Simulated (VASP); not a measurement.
Here is a VASP 6.6.1 calculation.

Contents of INCAR:

```
  PREC = Accurate
  ENCUT = 520
  EDIFF = 1E-6
  ISMEAR = 0
  SIGMA = 0.1
  LREAL = Auto
  LASPH = T
  NELM = 60
  ALGO = Normal
  ISIF = 2
  LWAVE = F
  LCHARG = F
  GGA = PE
  NBANDS = 78
```

Contents of KPOINTS:

```
Automatic mesh
0
Gamma
  8 8 8
```

POSCAR

```
TaN
1.0
    0.0000000000      4.4172695491     -4.4172695491
    4.4172695491      4.4172695491      0.0000000000
    4.4172695491      0.0000000000     -4.4172695491
Ta N
8 8
Direct
    0.2500000000      0.7500000000      0.2500000000
    0.2500000000      0.2500000000      0.2500000000
    0.7500000000      0.7500000000      0.2500000000
    0.7500000000      0.2500000000      0.2500000000
    0.2500000000      0.7500000000      0.7500000000
    0.2500000000      0.2500000000      0.7500000000
    0.7500000000      0.7500000000      0.7500000000
    0.7500000000      0.2500000000      0.7500000000
    0.0000000000      0.0000000000      0.5000000000
    0.0000000000      0.5000000000      0.5000000000
    0.5000000000      0.0000000000      0.5000000000
    0.5000000000      0.5000000000      0.5000000000
    0.0000000000      0.0000000000      1.0000000000
    0.0000000000      0.5000000000      1.0000000000
    0.5000000000      0.0000000000      1.0000000000
    0.5000000000      0.5000000000      1.0000000000
```

Potentials or basis: VASP PAW PBE potentials, release 64 (Ta_pv, N).

Launch:

```sh
$ cat potpaw_PBE.64/Ta_pv/POTCAR potpaw_PBE.64/N/POTCAR > POTCAR
$ mpirun -np 1 vasp_std > vasp.out
```

(1) What does it give for the band gap on the k mesh?

(2) What does it give for the pressure?

## Answers

(1) zero (bands 64 and 65 overlap by 1.64 eV).

(2) 0.8 GPa.

Caveat: spin-orbit coupling is left out, which moves the levels of the heavy elements.
